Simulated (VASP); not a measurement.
# MoS2 (P6_3/mmc) in VASP: a series of runs

Runs on MoS2. Level: PBE+U. Tasks: single point.

Everything below comes from runs of VASP 6.6.1. Logs are shortened: lines on timing, memory, paths and dates and some standing lists are left out, and cuts for length are marked.

## (1) The cell of the first run

It takes space group P6_3/mmc (No. 194, hexagonal). The conventional cell has a = 3.169 Å, b = 3.169 Å, c = 12.324 Å, α = 90.00°, β = 90.00°, γ = 120.00°. Within 3.2 Å of Mo (site symmetry -6m2) lie 6 S at 2.41 Å and 6 Mo at 3.17 Å. S (site symmetry 3m) has 3 Mo at 2.41 Å and 7 S at 3.13 to 3.17 Å within 3.2 Å.

## (2) Single point, PBE+U, collinear spin, ferromagnetic start

Contents of INCAR:

```
PREC = Accurate ; ENCUT = 520
EDIFF = 1E-6 ; ISMEAR = 0
SIGMA = 0.05 ; LREAL = F
LASPH = T ; NELM = 150
ALGO = Normal ; ISIF = 2
LWAVE = F ; LCHARG = T
ISPIN = 2 ; MAGMOM = 2 2 0 0 0 0
LORBIT = 11 ; LMAXMIX = 4
LDAU = T ; LDAUTYPE = 2
LDAUL = 2 -1 ; LDAUU = 4.38 0
LDAUJ = 0 0 ; LDAUPRINT = 1
GGA = PE ; LELF = T
LVHAR = T ; NBANDS = 39
```

Contents of KPOINTS:

```
regular mesh
0
Gamma
  8 8 2
```

Contents of POSCAR:

```
MoS2
1.0
    3.1689980500      0.0000000000      0.0000000000
   -1.5844990200      2.7444328200      0.0000000000
    0.0000000000      0.0000000000     12.3240000000
Mo S
2 4
Direct
    0.3333333300      0.6666666700      0.2500000000
    0.6666666700      0.3333333300      0.7500000000
    0.3333333300      0.6666666700      0.6230000000
    0.6666666700      0.3333333300      0.1230000000
    0.3333333300      0.6666666700      0.8770000000
    0.6666666700      0.3333333300      0.3770000000
```

Potentials or basis: VASP PAW PBE potentials, release 64 (Mo_sv, S).

On the command line:

```console
> cat potpaw_PBE.64/Mo_sv/POTCAR potpaw_PBE.64/S/POTCAR > POTCAR
> mpirun -np 1 vasp_std > vasp.out
```

OUTCAR:

```text
PREC = Accurate
   ENCUT = 520
   EDIFF = 1E-6
   ISMEAR = 0
   LREAL = F
   LASPH = T
   NELM = 150
   ISIF = 2
   ISPIN = 2
   LORBIT = 11
   GGA = PE

 ion  position               nearest neighbor table
   1  0.333  0.667  0.250-   4 2.41   6 2.41   4 2.41   6 2.41   4 2.41   6 2.41
   2  0.667  0.333  0.750-   3 2.41   5 2.41   3 2.41   5 2.41   3 2.41   5 2.41
   3  0.333  0.667  0.623-   2 2.41   2 2.41   2 2.41
   4  0.667  0.333  0.123-   1 2.41   1 2.41   1 2.41
   5  0.333  0.667  0.877-   2 2.41   2 2.41   2 2.41
   6  0.667  0.333  0.377-   1 2.41   1 2.41   1 2.41

  LATTYP: Found a hexagonal cell.
 ALAT       =     3.1689980500
 C/A-ratio  =     3.8889263438

  Lattice vectors:

 A1 = (   3.1689980500,   0.0000000000,   0.0000000000)
 A2 = (  -1.5844990200,   2.7444328200,   0.0000000000)
 A3 = (   0.0000000000,   0.0000000000,  12.3240000000)

Analysis of symmetry for initial positions (statically):
=====================================================================
 Subroutine PRICEL returns:
 Original cell was already a primitive cell.

 Routine SETGRP: Setting up the symmetry group for a
 hexagonal supercell.

 Subroutine GETGRP returns: Found 24 space group operations
 (whereof 12 operations were pure point group operations)
 out of a pool of 24 trial point group operations.

The static configuration has the point symmetry D_3d.
 The point group associated with its full space group is D_6h.

Analysis of symmetry for dynamics (positions and initial velocities):
=====================================================================
 Subroutine PRICEL returns:
 Original cell was already a primitive cell.

 Routine SETGRP: Setting up the symmetry group for a
 hexagonal supercell.

 Subroutine GETGRP returns: Found 24 space group operations
 (whereof 12 operations were pure point group operations)
 out of a pool of 24 trial point group operations.

The dynamic configuration has the point symmetry D_3d.
 The point group associated with its full space group is D_6h.

Analysis of structural, dynamic, and magnetic symmetry:
=====================================================================
 Subroutine PRICEL returns:
 Original cell was already a primitive cell.

 Routine SETGRP: Setting up the symmetry group for a
 hexagonal supercell.

 Subroutine GETGRP returns: Found 24 space group operations
 (whereof 12 operations were pure point group operations)
 out of a pool of 24 trial point group operations.

The overall configuration has the point symmetry D_3d.
 The point group associated with its full space group is D_6h.

 Subroutine INISYM returns: Found 24 space group operations
 (whereof 12 operations are pure point group operations),
 and found     1 'primitive' translations

----------------------------------------------------------------------------------------

                                     Primitive cell

  volume of cell :     107.1831

[... 158 lines left out ...]
  o =  0.3727  v = -0.0000  0.4247 -0.0000 -0.9053 -0.0000  0.0000  0.0000  0.0000  0.0000  0.0000      0.0000  0.0000  0.0000  0.0000  0.0000  0.0000  0.0000  0.0000  0.0000  0.0000
  o =  0.3727  v =  0.0000  0.9053 -0.0000  0.4247 -0.0000  0.0000  0.0000  0.0000  0.0000  0.0000      0.0000  0.0000  0.0000  0.0000  0.0000  0.0000  0.0000  0.0000  0.0000  0.0000
  o =  0.3886  v =  0.0000  0.0000  0.0000  0.0000  0.0000  0.9976  0.0000  0.0000  0.0000 -0.0686      0.0000  0.0000  0.0000  0.0000  0.0000  0.0000  0.0000  0.0000  0.0000  0.0000
  o =  0.3886  v =  0.0000  0.0000  0.0000  0.0000  0.0000 -0.0686  0.0000  0.0000 -0.0000 -0.9976      0.0000  0.0000  0.0000  0.0000  0.0000  0.0000  0.0000  0.0000  0.0000  0.0000
  o =  0.3886  v =  0.9935 -0.0000  0.0000 -0.0000 -0.1142  0.0000  0.0000  0.0000  0.0000  0.0000      0.0000  0.0000  0.0000  0.0000  0.0000  0.0000  0.0000  0.0000  0.0000  0.0000
  o =  0.3886  v = -0.1142 -0.0000  0.0000 -0.0000 -0.9935  0.0000  0.0000  0.0000  0.0000  0.0000      0.0000  0.0000  0.0000  0.0000  0.0000  0.0000  0.0000  0.0000  0.0000  0.0000
  o =  0.4253  v = -0.0000  0.0000  1.0000  0.0000  0.0000  0.0000  0.0000  0.0000  0.0000  0.0000      0.0000  0.0000  0.0000  0.0000  0.0000  0.0000  0.0000  0.0000  0.0000  0.0000
  o =  0.4253  v =  0.0000  0.0000  0.0000  0.0000  0.0000 -0.0000  0.0000  1.0000 -0.0000  0.0000      0.0000  0.0000  0.0000  0.0000  0.0000  0.0000  0.0000  0.0000  0.0000  0.0000

atom =   2  type =  1  l = 2

 onsite density matrix

spin component  1

  0.3886 -0.0000 -0.0000 -0.0000  0.0000
 -0.0000  0.3727  0.0000  0.0000 -0.0000
 -0.0000  0.0000  0.4253 -0.0000  0.0000
 -0.0000  0.0000 -0.0000  0.3727 -0.0000
  0.0000 -0.0000  0.0000 -0.0000  0.3886

spin component  2

  0.3886  0.0000 -0.0000  0.0000  0.0000
  0.0000  0.3727 -0.0000  0.0000 -0.0000
 -0.0000 -0.0000  0.4253  0.0000  0.0000
  0.0000  0.0000  0.0000  0.3727 -0.0000
  0.0000 -0.0000  0.0000 -0.0000  0.3886

 occupancies and eigenvectors

  o =  0.3727  v =  0.0000  0.0000  0.0000  0.0000  0.0000  0.0000  0.4247  0.0000 -0.9053 -0.0000      0.0000  0.0000  0.0000  0.0000  0.0000  0.0000  0.0000  0.0000  0.0000  0.0000
  o =  0.3727  v =  0.0000  0.0000  0.0000  0.0000  0.0000  0.0000 -0.9053 -0.0000 -0.4247  0.0000      0.0000  0.0000  0.0000  0.0000  0.0000  0.0000  0.0000  0.0000  0.0000  0.0000
  o =  0.3727  v = -0.0000  0.4247 -0.0000 -0.9053 -0.0000  0.0000  0.0000  0.0000  0.0000  0.0000      0.0000  0.0000  0.0000  0.0000  0.0000  0.0000  0.0000  0.0000  0.0000  0.0000
  o =  0.3727  v =  0.0000  0.9053 -0.0000  0.4247 -0.0000  0.0000  0.0000  0.0000  0.0000  0.0000      0.0000  0.0000  0.0000  0.0000  0.0000  0.0000  0.0000  0.0000  0.0000  0.0000
  o =  0.3886  v =  0.0000  0.0000  0.0000  0.0000  0.0000 -0.9957  0.0000 -0.0000 -0.0000  0.0931      0.0000  0.0000  0.0000  0.0000  0.0000  0.0000  0.0000  0.0000  0.0000  0.0000
  o =  0.3886  v =  0.0000  0.0000  0.0000  0.0000  0.0000 -0.0931 -0.0000  0.0000  0.0000 -0.9957      0.0000  0.0000  0.0000  0.0000  0.0000  0.0000  0.0000  0.0000  0.0000  0.0000
  o =  0.3886  v =  0.9990 -0.0000  0.0000 -0.0000 -0.0448  0.0000  0.0000  0.0000  0.0000  0.0000      0.0000  0.0000  0.0000  0.0000  0.0000  0.0000  0.0000  0.0000  0.0000  0.0000
  o =  0.3886  v = -0.0448 -0.0000  0.0000  0.0000 -0.9990  0.0000  0.0000  0.0000  0.0000  0.0000      0.0000  0.0000  0.0000  0.0000  0.0000  0.0000  0.0000  0.0000  0.0000  0.0000
  o =  0.4253  v = -0.0000  0.0000  1.0000  0.0000  0.0000  0.0000  0.0000  0.0000  0.0000  0.0000      0.0000  0.0000  0.0000  0.0000  0.0000  0.0000  0.0000  0.0000  0.0000  0.0000
  o =  0.4253  v =  0.0000  0.0000  0.0000  0.0000  0.0000 -0.0000 -0.0000  1.0000  0.0000  0.0000      0.0000  0.0000  0.0000  0.0000  0.0000  0.0000  0.0000  0.0000  0.0000  0.0000

 number of electron      51.9999997 magnetization       0.0002815

 Free energy of the ion-electron system (eV)
  ---------------------------------------------------
  ext. energy  EPLUGINS =         0.00000000
  ---------------------------------------------------
  free energy    TOTEN  =       -33.15837984 eV

  energy without entropy =      -33.15837984  energy(sigma->0) =      -33.15837984

 E-fermi :   7.8320     XC(G=0): -10.8214

 val. band max:        7.5469051873   @ k =   0.0000   0.0000   0.0000
 cond. band min:       8.5830399303   @ k =   0.2500   0.1250   0.0000
 fundamental gap:      1.0361347430
 Fermi energy:         7.8319584202

 spin component 1

 k-point     1 :       0.0000    0.0000    0.0000
  band No.  band energies     occupation
      1     -54.3724      1.00000
      2     -54.3724      1.00000
      3     -28.4841      1.00000
      4     -28.4840      1.00000
      5     -28.2964      1.00000
      6     -28.2964      1.00000
[... 809 lines left out ...]
     37      15.1783      0.00000
     38      15.1783      0.00000
 Fermi energy:         7.8319584202

 spin component 2

 k-point     1 :       0.0000    0.0000    0.0000
  band No.  band energies     occupation
      1     -54.3724      1.00000
      2     -54.3724      1.00000
      3     -28.4840      1.00000
      4     -28.4839      1.00000
      5     -28.2964      1.00000
      6     -28.2964      1.00000
[... 809 lines left out ...]
     37      15.1784      0.00000
     38      15.1784      0.00000
 [bands above 38 left out]

------------------------ aborting loop because EDIFF is reached ----------------------------------------

  FORCE on cell =-STRESS in cart. coord.  units (eV):
  Direction    XX          YY          ZZ          XY          YZ          ZX
  --------------------------------------------------------------------------------------
  -------------------------------------------------------------------------------------
  Total        2.9322230      2.9322230      3.3344974      0.0000000     -0.0000000      0.0000000
  in kB       43.8309925     43.8309927     49.8442079      0.0000001     -0.0000000      0.0000000
  external PRESSURE =      45.8353977 kB  Pullay stress =       0.0000000 kB

 VOLUME and BASIS-vectors are now :
 -----------------------------------------------------------------------------
  energy-cutoff  :      520.00
  volume of cell :      107.18
      direct lattice vectors                 reciprocal lattice vectors
     3.168998050  0.000000000  0.000000000     0.315557152  0.182187006  0.000000000
    -1.584499020  2.744432820  0.000000000     0.000000000  0.364374013  0.000000000
     0.000000000  0.000000000 12.324000000     0.000000000  0.000000000  0.081142486

 POSITION                                       TOTAL-FORCE (eV/Angst)
 -----------------------------------------------------------------------------------
     -0.00000      1.82962      3.08100         0.000000     -0.000000      0.000000
      1.58450      0.91481      9.24300         0.000000      0.000000      0.000000
     -0.00000      1.82962      7.67785         0.000000      0.000000     -0.225663
      1.58450      0.91481      1.51585        -0.000000     -0.000000     -0.225663
     -0.00000      1.82962     10.80815        -0.000000     -0.000000      0.225663
      1.58450      0.91481      4.64615        -0.000000     -0.000000      0.225663
 -----------------------------------------------------------------------------------
    total drift:                               -0.000014      0.000008     -0.000000

  FREE ENERGIE OF THE ION-ELECTRON SYSTEM (eV)
  ---------------------------------------------------
  free  energy   TOTEN  =       -33.1583798381 eV

  energy  without entropy=      -33.1583798381  energy(sigma->0) =      -33.15837984

 total charge

# of ion       s       p       d       tot
------------------------------------------
    1        2.298   6.227   3.843  12.368
    2        2.298   6.227   3.843  12.368
    3        1.364   2.351   0.000   3.716
    4        1.364   2.351   0.000   3.716
    5        1.364   2.351   0.000   3.716
    6        1.364   2.351   0.000   3.716
--------------------------------------------------
tot         10.054  21.860   7.685  39.599

 magnetization (x)

# of ion       s       p       d       tot
------------------------------------------
    1        0.000   0.000   0.000   0.000
    2        0.000   0.000   0.000   0.000
    3        0.000  -0.000   0.000  -0.000
    4        0.000  -0.000   0.000  -0.000
    5        0.000  -0.000   0.000  -0.000
    6        0.000  -0.000   0.000  -0.000
--------------------------------------------------
tot          0.000  -0.000   0.000   0.000
```

Run time: 3.9 min. Hardware: 1 thread of Intel Xeon 8259CL, shared host; peak memory 0.33 GiB.

Results:

```yaml
Free_energy: -33.1584 eV
Pressure: 4.6 GPa
Largest_force: 0.226 eV/Å
Band_gap_on_the_k_mesh: 1.04 eV, indirect (least direct gap 1.86 eV)
Net_moment: 0.00 μB per cell
Valence_electrons_inside_the_program's_atomic_spheres: Mo 12.37; S 3.72
```

Forces in eV/Å, atoms in the order of the input:
```
Mo   0.000  0.000  0.000
Mo   0.000  0.000  0.000
S    0.000  0.000 -0.226
S    0.000  0.000 -0.226
S    0.000  0.000  0.226
S    0.000  0.000  0.226
```

Levels at points of the mesh, in eV from the valence-band top:
Spin up:
```tsv
k point	band 23	band 24	band 25	band 26	band 27	band 28	band 29	band 30
(0.00, 0.00, 0.00)	-2.00	-1.20	-1.14	0.00	2.19	2.19	2.21	2.21
(0.50, 0.00, 0.00)	-1.73	-1.53	-1.43	-1.29	1.72	1.76	2.03	2.28
(0.00, 0.00, 0.50)	-2.02	-2.02	-0.27	-0.27	2.19	2.19	2.19	2.19
(0.50, 0.00, 0.50)	-1.63	-1.63	-1.35	-1.35	1.74	1.74	2.17	2.17
```
Spin down:
```
           k point  band 24  band 25  band 26  band 27  band 28  band 29
(0.00, 0.00, 0.00)    -1.20    -1.14     0.00     2.19     2.19     2.21
(0.50, 0.00, 0.00)    -1.53    -1.43    -1.29     1.72     1.76     2.03
(0.00, 0.00, 0.50)    -2.02    -0.27    -0.27     2.19     2.19     2.19
(0.50, 0.00, 0.50)    -1.63    -1.35    -1.35     1.74     1.74     2.17
```

Eigenvalues of the final occupation matrices:
```tsv
site	spin	trace	eigenvalues
site 1 d	1	1.95	0.37 0.37 0.39 0.39 0.43
site 1 d	2	1.95	0.37 0.37 0.39 0.39 0.43
site 2 d	1	1.95	0.37 0.37 0.39 0.39 0.43
site 2 d	2	1.95	0.37 0.37 0.39 0.39 0.43
```

Caveat: this functional lacks dispersion, which binds the layers, so the pressure and a relaxed spacing across them are unreliable. The state reached can hang on the start; a lower one may exist.

[end of part 1 of 2]
